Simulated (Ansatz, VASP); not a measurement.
Be2ZnSe3 in VASP and in Ansatz

```
Be Zn Se
1.0
     5.42901    0.00000    0.00000
    -2.71451    4.70166    0.00000
     0.00000    0.00000    6.67853
Be Zn Se
2 1 3
Direct
  0.00000 0.00000 0.15923
  0.00000 0.00000 0.84077
  0.00000 0.00000 0.50000
  0.50000 0.00000 0.00000
  0.00000 0.50000 0.00000
  0.50000 0.50000 0.00000
```

Alike in both runs: functional PBE; k mesh 12 × 12 × 6; occupations gaussian, width 0.1 eV; no spin polarisation.

Ansatz relaxed the structure, and its values are those at the end. VASP's run is a single point on that final structure, the one shown.

|  | VASP | Ansatz |
| --- | --- | --- |
| version | VASP 6.6.1 | Ansatz 0.2.0 |
| potentials or method | VASP PAW PBE potentials, release 64 (Be, Zn, Se), cutoff 520 eV | scalar-relativistic, plane waves, PAW |
| valence electrons in the cell | 34 | 64 |

```tsv
	VASP	Ansatz	Ansatz less VASP
gap on the k mesh at the Fermi level (eV)	none	none	-
pressure (GPa)	0.0	0.0	-0.02
```

A gap of «none» marks a metal or a gap that the smearing closes. With one functional, cell and mesh, what is left measures potentials, basis and numerics. VASP's potentials hold 34 valence electrons a cell and Ansatz's 64, so a difference there can come from the potentials and not from the codes.
